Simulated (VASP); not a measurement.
Wanted: the native input for a VASP 6.6.1 run.

* Task: relaxation of cell and atoms
* Functional: r2SCAN
* Potentials or basis: VASP PAW PBE potentials, release 64 (Cu)
* Cutoff: 600 eV
* k mesh: 13 × 13 × 12
* Occupations: fermi-dirac, width 0.05 eV
* Spin: no spin polarisation
* Target pressure: 40 GPa
* Dipole correction: no
* Further INCAR settings: ALGO = Normal; EDIFF = 1e-06; IBRION = 2; EDIFFG = -0.01; NSW = 80; ISIF = 3

Cu:

```
Cu
1.0
     1.21846   -3.97638    0.00000
     1.21846    3.97638    0.00000
     0.00000    0.00000    2.47550
Cu
2
Cartesian
  1.2185 2.9118 0.6189
  1.2185 -2.9118 1.8566
```

The input as run:

POSCAR

```
Cu
1.0
    1.2184640000     -3.9763780000      0.0000000000
    1.2184640000      3.9763780000      0.0000000000
    0.0000000000      0.0000000000      2.4754960000
Cu
2
Direct
    0.1338670000      0.8661330000      0.2500000000
    0.8661330000      0.1338670000      0.7500000000
```

INCAR.step1

```
  PREC = Accurate
  ENCUT = 600
  ISMEAR = -1
  SIGMA = 0.05
  LREAL = F
  LASPH = T
  NELM = 100
  GGA = PE
  ALGO = Normal
  EDIFF = 1E-4
  LWAVE = T
  LCHARG = F
```

INCAR.step2

```
  PREC = Accurate
  ENCUT = 600
  EDIFF = 1E-6
  ISMEAR = -1
  SIGMA = 0.05
  LREAL = F
  LASPH = T
  NELM = 100
  ALGO = Normal
  ISIF = 3
  LWAVE = F
  LCHARG = F
  METAGGA = R2SCAN
  LMIXTAU = T
  IBRION = 2
  NSW = 80
  EDIFFG = -0.01
  PSTRESS = 400.0
  ISTART = 1
```

KPOINTS

```
Automatic mesh
0
Gamma
  13 13 12
```

Potentials or basis: VASP PAW PBE potentials, release 64 (Cu).

Run with:

```console
$ cat potpaw_PBE.64/Cu/POTCAR > POTCAR
$ cp INCAR.step1 INCAR
$ mpirun -np 1 vasp_std > vasp.out
$ cp INCAR.step2 INCAR
$ mpirun -np 1 vasp_std > vasp.out
```

It gave:

```json
{"Relaxed volume": "10.09 Å³/atom", "Relaxed cell": "a = 3.947 Å, b = 3.947 Å, c = 2.337 Å, α = 90.00°, β = 90.00°, γ = 146.36°", "Space group after relaxing (to 0.1 Å)": "Cmcm (No. 63)", "Energy change on relaxing (the run minimises the enthalpy)": "+206.9 meV/atom", "Ionic steps": "11", "Pressure after relaxing": "40.1 GPa", "Largest force after relaxing": "0.005 eV/Å", "Band gap on the k mesh": "zero (bands 11 and 12 overlap by 6.60 eV)"}
```

Caveat: the cell is relaxed towards a set pressure, so the run minimises the enthalpy, not the energy; the volume moved by over 15 % at a fixed basis, so the end points are rough; the PAW data sets were made with another functional, which shifts forces and pressure a little.

It took 29 min on 1 thread of Intel(R) Xeon(R) 6975P-C (Granite Rapids), on a shared host, peak memory 0.29 GiB.
